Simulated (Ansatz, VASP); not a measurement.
# One calculation of Re, two programs

```
Re
1.0
     0.00000    2.15130    1.75094
     2.15130    0.00000    1.75094
     2.15130    2.15130    0.00000
Re
1
Direct
  0.00000 0.00000 0.00000
```

Alike in both runs: task single point; functional PBE; k mesh 10 × 10 × 10; occupations gaussian, width 0.15 eV; no spin polarisation.

|  | VASP | Ansatz |
| --- | --- | --- |
| version | VASP 6.6.1 | Ansatz 0.2.0 |
| potentials or method | VASP PAW PBE potentials, release 64 (Re), cutoff 520 eV | scalar-relativistic, plane waves, PAW |
| valence electrons in the cell | 7 | 15 |

VASP gave:

```
gap on the k mesh at the Fermi level (eV)                     : none
pressure (GPa)                                                : -21.8
traceless stress, the component that is largest in VASP (GPa) : 9.94
```

Q: Estimate Ansatz's values.

A: gap on the k mesh at the Fermi level (eV): none; pressure (GPa): -21.0; traceless stress, the component that is largest in VASP (GPa): 9.57.

A gap of «none» marks a metal or a gap that the smearing closes. VASP's potentials hold 7 valence electrons a cell and Ansatz's 15, so a difference there can come from the potentials and not from the codes.

Neither program's run includes spin-orbit coupling.
